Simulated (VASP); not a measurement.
# Zn2O (I4/mcm) in VASP: a series of runs

Runs on Zn2O. Level: PBE. Tasks: single point, relaxation of cell and atoms.

All numbers are computed with VASP 6.6.1; they aren't measurements. Logs are shortened: lines on timing, memory, paths and dates and some standing lists are left out, and cuts for length are marked.

### 1 The cell of the first run

The structure is tetragonal, space group I4/mcm (No. 140). Conventional cell: a = 5.035 Å, b = 5.035 Å, c = 5.879 Å, α = 90.00°, β = 90.00°, γ = 90.00°. Within 3.2 Å of Zn (site symmetry m2m) lie 4 O at 2.37 Å and 7 Zn at 2.49 to 3.13 Å. O (site symmetry 422) has 8 Zn at 2.37 Å and 2 O at 2.94 Å within 3.1 Å.

The cell was built from a structure type or drawn by symmetry, and may not be a known phase.

### 2 Single point, PBE

INCAR

```
SYSTEM = Zn2O
ALGO = Normal ; EDIFF = 1E-6
ENCUT = 520 ; GGA = PE
ISIF = 2 ; ISMEAR = 0
LASPH = .True. ; LCHARG = .False.
LREAL = .False. ; LWAVE = .False.
NBANDS = 39 ; NELM = 60
PREC = Accurate ; SIGMA = 0.2
```

KPOINTS

```
k-points
0
Gamma
  5 5 5
  0 0 0
```

POSCAR

```
Zn2O
1.0
   -2.5176692405      2.5176692405      2.9396184697
    2.5176692405     -2.5176692405      2.9396184697
    2.5176692405      2.5176692405     -2.9396184697
Zn O
4 2
Direct
    0.1748306399      0.6748306399      0.8496612798
    0.6748306399      0.8251693601      0.5000000000
    0.8251693601      0.3251693601      0.1503387202
    0.3251693601      0.1748306399      0.5000000000
    0.7500000000      0.7500000000      0.0000000000
    0.2500000000      0.2500000000      0.0000000000
```

Potentials or basis: VASP PAW PBE potentials, release 64 (Zn, O).

On the command line:

```sh
$ cat potpaw_PBE.64/Zn/POTCAR potpaw_PBE.64/O/POTCAR > POTCAR
$ mpirun -np 1 vasp_std > vasp.out
```

OUTCAR:

```text
SYSTEM = Zn2O
   EDIFF = 1E-6
   ENCUT = 520
   GGA = PE
   ISIF = 2
   ISMEAR = 0
   LASPH = .True.
   LREAL = .False.
   NELM = 60
   PREC = Accurate

 ion  position               nearest neighbor table
   1  0.175  0.675  0.850-   5 2.37   6 2.37   5 2.37   6 2.37   3 2.49   4 2.63   2 2.63   4 2.63
                             2 2.63
   2  0.675  0.825  0.500-   6 2.37   6 2.37   5 2.37   5 2.37   4 2.49   3 2.63   3 2.63   1 2.63
                             1 2.63
   3  0.825  0.325  0.150-   5 2.37   6 2.37   5 2.37   6 2.37   1 2.49   2 2.63   2 2.63   4 2.63
                             4 2.63
   4  0.325  0.175  0.500-   5 2.37   5 2.37   6 2.37   6 2.37   2 2.49   3 2.63   1 2.63   3 2.63
                             1 2.63
   5  0.750  0.750  0.000-   4 2.37   3 2.37   4 2.37   1 2.37   3 2.37   2 2.37   1 2.37   2 2.37

   6  0.250  0.250  0.000-   3 2.37   2 2.37   1 2.37   2 2.37   4 2.37   4 2.37   1 2.37   3 2.37

  LATTYP: Found a body centered tetragonal cell.
 ALAT       =     5.0353384810
 C/A-ratio  =     1.1675951799

  Lattice vectors:

 A1 = (  -2.5176692405,   2.5176692405,   2.9396184697)
 A2 = (   2.5176692405,  -2.5176692405,   2.9396184697)
 A3 = (   2.5176692405,   2.5176692405,  -2.9396184697)

Analysis of symmetry for initial positions (statically):
=====================================================================
 Subroutine PRICEL returns:
 Original cell was already a primitive cell.

 Routine SETGRP: Setting up the symmetry group for a
 body centered tetragonal supercell.

 Subroutine GETGRP returns: Found 16 space group operations
 (whereof  8 operations were pure point group operations)
 out of a pool of 16 trial point group operations.

The static configuration has the point symmetry C_4h.
 The point group associated with its full space group is D_4h.

Analysis of symmetry for dynamics (positions and initial velocities):
=====================================================================
 Subroutine PRICEL returns:
 Original cell was already a primitive cell.

 Routine SETGRP: Setting up the symmetry group for a
 body centered tetragonal supercell.

 Subroutine GETGRP returns: Found 16 space group operations
 (whereof  8 operations were pure point group operations)
 out of a pool of 16 trial point group operations.

The dynamic configuration has the point symmetry C_4h.
 The point group associated with its full space group is D_4h.

 Subroutine INISYM returns: Found 16 space group operations
[... 99 lines left out ...]
   LREAL  =      F    real-space projection
   EDIFFG = 0.1E-04   stopping-criterion for IOM
   NSW    =      0    number of steps for IOM
   IBRION =     -1    ionic relax: 0-MD 1-quasi-New 2-CG
   NFREE  =      0    steps in history (QN), initial steepest desc. (CG)
   ISIF   =      2    stress and relaxation
   ISYM   =      2    0-nonsym 1-usesym 2-fastsym
   POTIM  = 0.5000    time-step for ionic-motion
   TEBEG  =    0.0;   TEEND  =   0.0 temperature during run
   PSTRESS=    0.0 pullay stress
   NELECT =      60.0000    total number of electrons
   NUPDOWN=      -1.0000    fix difference up-down
   EMIN   =  10.00;   EMAX   =-10.00  energy-range for DOS
   EFERMI =   0.00;   METHOD = LEGACY
   ISMEAR =     0;   SIGMA  =   0.20  broadening in eV -4-tet -1-fermi 0-gaus
   EFERMI_NEDOS =   21; number of points for ismear=-14 and -15
   IALGO  =     38    algorithm
   IMIX   =      4    mixing-type and parameters
     AMIX     =   0.40;   BMIX     =  1.00
     AMIX_MAG =   1.60;   BMIX_MAG =  1.00
  volume/ion in A,a.u.               =      12.42        83.83
  Fermi-wavevector in a.u.,A,eV,Ry     =   1.522916  2.877893 31.555607  2.319272
  Thomas-Fermi vector in A             =   2.631430
   LORBIT       =      0    0 simple, 1 ext, 2 COOP (PROOUT), +10 PAW based schemes
   GGA     = PE    functional components
   LHFCALC =     F    Hartree Fock is set to
   AEXX    =    0.0000 exact exchange contribution
   IVDW    =     0    specifies the selected vdW correction
   LEPSILON=     F    determine dielectric tensor
   LRPA    =     F    only Hartree local field effects (RPA)
 non-spin polarized calculation
 Gauss-broadening in eV      SIGMA  =   0.20
  energy-cutoff  :      520.00
  volume of cell :       74.53
 maximum number of plane-waves:      2027
 NGX is ok and might be reduce to    36
   NGX = 17   NGY = 17   NGZ = 17

 number of electron      60.0000040 magnetization

 Free energy of the ion-electron system (eV)
  ---------------------------------------------------
  ext. energy  EPLUGINS =         0.00000000
  ---------------------------------------------------
  free energy    TOTEN  =       -16.97824353 eV

  energy without entropy =      -16.96741125  energy(sigma->0) =      -16.97282739

 E-fermi :   2.8655     XC(G=0): -11.6202

 val. band max:        2.8325680190   @ k =   0.4000   0.4000  -0.0000
 cond. band min:       3.2652492577   @ k =  -0.4000   0.4000   0.4000
 fundamental gap:      0.4326812387
 Fermi energy:         2.8655345189

 k-point     1 :       0.0000    0.0000    0.0000
  band No.  band energies     occupation
      1     -15.5690      2.00000
      2     -14.7170      2.00000
      3      -4.9792      2.00000
      4      -4.4490      2.00000
      5      -4.4490      2.00000
      6      -4.4239      2.00000
[... 745 lines left out ...]
     38      11.8442      0.00000
     39      13.9811      0.00000

------------------------ aborting loop because EDIFF is reached ----------------------------------------

  FORCE on cell =-STRESS in cart. coord.  units (eV):
  Direction    XX          YY          ZZ          XY          YZ          ZX
  --------------------------------------------------------------------------------------
  -------------------------------------------------------------------------------------
  Total        0.1719731      0.1719731      0.2858629      0.0000000      0.0000000     -0.0000000
  in kB        3.6967722      3.6967722      6.1449733      0.0000000      0.0000000     -0.0000000
  external PRESSURE =       4.5128392 kB  Pullay stress =       0.0000000 kB

 VOLUME and BASIS-vectors are now :
 -----------------------------------------------------------------------------
  energy-cutoff  :      520.00
  volume of cell :       74.53
      direct lattice vectors                 reciprocal lattice vectors
    -2.517669241  2.517669241  2.939618470     0.000000000  0.198596381  0.170090100
     2.517669241 -2.517669241  2.939618470     0.198596381  0.000000000  0.170090100
     2.517669241  2.517669241 -2.939618470     0.198596381  0.198596381  0.000000000

 POSITION                                       TOTAL-FORCE (eV/Angst)
 -----------------------------------------------------------------------------------
      3.39800      0.88033      0.00000        -0.000005     -0.000005      0.000000
      1.63734      0.88033      2.93962         0.000005     -0.000005     -0.000000
     -0.88033      1.63734      2.93962         0.000005      0.000005     -0.000000
      0.88033      1.63734      0.00000        -0.000005      0.000005      0.000000
      0.00000      0.00000      4.40943        -0.000000      0.000000      0.000000
      0.00000      0.00000      1.46981         0.000000      0.000000      0.000000
 -----------------------------------------------------------------------------------
    total drift:                                0.000000      0.000000     -0.000000

  FREE ENERGIE OF THE ION-ELECTRON SYSTEM (eV)
  ---------------------------------------------------
  free  energy   TOTEN  =       -16.9782435258 eV

  energy  without entropy=      -16.9674112498  energy(sigma->0) =      -16.97282739
```

stdout:

```text
POSCAR found type information on POSCAR ZnO
 POSCAR found :  2 types and       6 ions
 scaLAPACK will be used
 LDA part: xc-table for (Slater+PW92), standard interpolation
 POSCAR, INCAR and KPOINTS ok, starting setup
 FFT: planning ... GRIDC
 FFT: planning ... GRID_SOFT
 FFT: planning ... GRID
 WAVECAR not read
 entering main loop
```

It took 58 s on 1 thread of Intel Xeon Platinum 8259CL at 2.50GHz (Skylake/Cascade Lake), shared host; peak memory 0.21 GiB.

What came out:

| Property | Result |
| --- | --- |
| Free energy | -16.9782 eV |
| Pressure | 0.5 GPa |
| Band gap on the k mesh | zero (bands 30 and 31 overlap by 0.43 eV) |

Caveat: semilocal functionals underestimate gaps, so a narrow gap can read as zero.

### 3 Relaxation of cell and atoms, PBE

This run uses another cell than the first one, of 13.04 Å³/atom.

INCAR

```
  PREC = Accurate
  ENCUT = 600
  EDIFF = 1E-7
  ISMEAR = 0
  SIGMA = 0.2
  LREAL = F
  LASPH = T
  NELM = 80
  ALGO = Normal
  ISIF = 3
  LWAVE = F
  LCHARG = F
  GGA = PE
  IBRION = 2
  NSW = 36
  EDIFFG = -0.08
```

KPOINTS

```
regular mesh
0
Gamma
  5 5 5
```

POSCAR

```
Zn2O
1.0
   -2.8980568600      2.8980568600      2.3296230500
    2.8980568600     -2.8980568600      2.3296230500
    2.8980568600      2.8980568600     -2.3296230500
Zn O
4 2
Direct
    0.1581000100      0.6581000100      0.8162000200
    0.6581000100      0.8418999900      0.5000000000
    0.8418999900      0.3418999900      0.1837999800
    0.3418999900      0.1581000100      0.5000000000
    0.7500000000      0.7500000000      0.0000000000
    0.2500000000      0.2500000000      0.0000000000
```

Potentials or basis: VASP PAW PBE potentials, release 64 (Zn, O).

On the command line:

```sh
$ cat potpaw_PBE.64/Zn/POTCAR potpaw_PBE.64/O/POTCAR > POTCAR
$ mpirun -np 1 vasp_std > vasp.out
```

Wall time 6.9 min (1 thread of Intel Xeon 6975P-C (Granite Rapids), shared host); peak memory 0.26 GiB.

The run converged. Its results:

```
Free energy                           : -16.9605 eV
Relaxed volume                        : 12.36 Å³/atom
Relaxed cell                          : a = 4.604 Å, b = 4.604 Å, c = 4.604 Å, α = 113.44°, β = 113.44°, γ = 101.80°
Space group after relaxing (to 0.1 Å) : I4/mcm (No. 140)
Energy gained by relaxing             : 378.5 meV/atom
Ionic steps                           : 15
Pressure after relaxing               : 0.3 GPa
Largest force after relaxing          : 0.030 eV/Å
Band gap on the k mesh                : zero (bands 30 and 31 overlap by 0.51 eV)
```

Forces on the atoms (eV/Å):
```
Zn   0.021  0.021  0.000
Zn  -0.021  0.021  0.000
Zn  -0.021 -0.021  0.000
Zn   0.021 -0.021  0.000
O    0.000  0.000  0.000
O    0.000  0.000  0.000
```

Stress tensor (GPa, compression positive):
```
0.07 0.00 0.00
0.00 0.07 0.00
0.00 0.00 0.88
```

The path:
| step | energy change (eV) | largest force (eV/Å) | pressure (GPa) | volume (Å³) |
| --- | --- | --- | --- | --- |
| 1 | 0.0000 | 0.1649 | -5.13 | 78.26 |
| 2 | -0.7970 | 0.2391 | -0.32 | 73.45 |
| 3 | 0.4095 | 3.7638 | 51.93 | 58.31 |
| 4 | -1.2801 | 0.7159 | 7.38 | 69.12 |
| 5 | -1.3438 | 1.2128 | 15.29 | 66.13 |
| 6 | -1.5827 | 1.3268 | 15.19 | 66.51 |
| 7 | -1.7058 | 1.5261 | 16.09 | 66.90 |
| 8 | -2.0599 | 0.9219 | 7.71 | 70.26 |
| 9 | -2.2312 | 0.2806 | -2.93 | 76.54 |
| 10 | -2.2367 | 0.3459 | -1.70 | 75.62 |
| 11 | -2.2368 | 0.3597 | -1.43 | 75.44 |
| 12 | -2.2490 | 0.2909 | -0.99 | 75.09 |
| 13 | -2.2680 | 0.1005 | 0.45 | 74.05 |
| 14 | -2.2687 | 0.0594 | 0.83 | 73.81 |
| 15 | -2.2713 | 0.0296 | 0.34 | 74.14 |

Final structure:
```yaml
crystal:
  lattice:
    - [-2.52652, 2.52652, 2.90376]
    - [2.52652, -2.52652, 2.90376]
    - [2.52652, 2.52652, -2.90376]
  atoms:
    - { symbol: Zn, position: [0.17348, 0.67348, 0.84695] }
    - { symbol: Zn, position: [0.67348, 0.82652, 0.50000] }
    - { symbol: Zn, position: [0.82652, 0.32652, 0.15305] }
    - { symbol: Zn, position: [0.32652, 0.17348, 0.50000] }
    - { symbol: O, position: [0.75000, 0.75000, 0.00000] }
    - { symbol: O, position: [0.25000, 0.25000, 0.00000] }
```

Levels at points of the mesh, in eV from the Fermi level:
| k point | band 26 | band 27 | band 28 | band 29 | band 30 | band 31 | band 32 | band 33 | band 34 | band 35 |
| --- | --- | --- | --- | --- | --- | --- | --- | --- | --- | --- |
| (0.00, 0.00, 0.00) | -3.74 | -3.50 | -3.50 | -2.38 | -0.09 | 1.32 | 1.32 | 3.57 | 3.98 | 7.22 |

Caveat: semilocal functionals underestimate gaps, so a narrow gap can read as zero.
